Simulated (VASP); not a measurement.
Write the native input for VASP 6.6.1 that does the following.

- Task: single point
- Functional: PBE
- Potentials or basis: VASP PAW PBE potentials, release 64 (Li_sv, Se)
- Cutoff: 750 eV
- k mesh: 8 × 8 × 8
- Occupations: gaussian, width 0.01 eV
- Spin: non-collinear spin, zero start, spin-orbit coupling
- Starting moments: [[0.0, 0.0, 0.0], [0.0, 0.0, 0.0], [0.0, 0.0, 0.0]] μB
- Dipole correction: no
- Further INCAR settings: ALGO = Normal; EDIFF = 1e-06; NBANDS = 25

The structure of Li2Se lies in POSCAR:

```
Li2Se
1.0
    0.0000000000      2.9934587684      2.9934587684
    2.9934587684      0.0000000000      2.9934587684
    2.9934587684      2.9934587684      0.0000000000
Li Se
2 1
Direct
    0.2500000000      0.2500000000      0.2500000000
    0.7500000000      0.7500000000      0.7500000000
    0.0000000000      0.0000000000      0.0000000000
```

One way to write it, as run:

INCAR

```
  ALGO = Normal
  EDIFF = 1E-6
  ENCUT = 750
  GGA = PE
  GGA_COMPAT = False
  ISIF = 2
  ISMEAR = 0
  LASPH = True
  LCHARG = True
  LORBIT = 11
  LORBMOM = True
  LREAL = False
  LSORBIT = True
  LVHAR = True
  LWAVE = False
  MAGMOM = 0 0 0 0 0 0 0 0 0
  NBANDS = 25
  NELM = 200
  PREC = Accurate
  SIGMA = 0.01
```

KPOINTS

```
k-points
0
Gamma
  8 8 8
```

Potentials or basis: VASP PAW PBE potentials, release 64 (Li_sv, Se).

Run with:

```sh
$ cat potpaw_PBE.64/Li_sv/POTCAR potpaw_PBE.64/Se/POTCAR > POTCAR
$ mpirun -np 1 vasp_ncl > vasp.out
```

Results of the run:

```
Pressure                                              : 0.3 GPa
Net moment                                            : 0.00 μB per cell
Valence electrons inside the program's atomic spheres : Li 2.07; Se 3.93
```

Run time: 89 s on 1 thread of Intel(R) Xeon(R) 6975P-C (Granite Rapids), with other jobs on the host, peak memory 0.52 GiB.
